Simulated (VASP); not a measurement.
Wanted: the native input for a VASP 6.6.1 run.

```
Task                   : single point
Functional             : LDA
Potentials or basis    : VASP PAW LDA potentials, release 64 (Rb_sv, Br)
Cutoff                 : 520 eV
k mesh                 : 6 × 6 × 6
Occupations            : gaussian, width 0.05 eV
Spin                   : no spin polarisation
Dipole correction      : no
Further INCAR settings : ALGO = Normal; EDIFF = 1e-06; NBANDS = 15
```

The structure of RbBr lies in POSCAR:

```
RbBr
1.0
    0.0000000000      3.7017000000      3.4275000000
    3.7017000000      0.0000000000      3.4275000000
    3.7017000000      3.7017000000      0.0000000000
Rb Br
1 1
Direct
    0.0000000000      0.0000000000      0.0000000000
    0.5000000000      0.5000000000      0.5000000000
```

This cell differs from its parent crystal: strain +0.080 along x and y, +0.000 along z.

One way to write it, as run:

INCAR

```
PREC = Accurate ; ENCUT = 520
EDIFF = 1E-6 ; ISMEAR = 0
SIGMA = 0.05 ; LREAL = F
LASPH = T ; NELM = 100
ALGO = Normal ; ISIF = 2
LWAVE = F ; LCHARG = F
GGA = CA ; NBANDS = 15
```

KPOINTS

```
regular mesh
0
Gamma
  6 6 6
```

Potentials or basis: VASP PAW LDA potentials, release 64 (Rb_sv, Br).

Launch:

```sh
$ cat potpaw_LDA.64/Rb_sv/POTCAR potpaw_LDA.64/Br/POTCAR > POTCAR
$ mpirun -np 1 vasp_std > vasp.out
```

Results of the run:

| Quantity | Value |
| --- | --- |
| Pressure | -2.2 GPa |
| Band gap on the k mesh | 3.60 eV |

Caveat: the cell differs from its parent crystal (strain +0.080 along x and y, +0.000 along z).

It took 49 s on 1 thread of Intel Xeon 8259CL (shared host), peak memory 0.21 GiB.
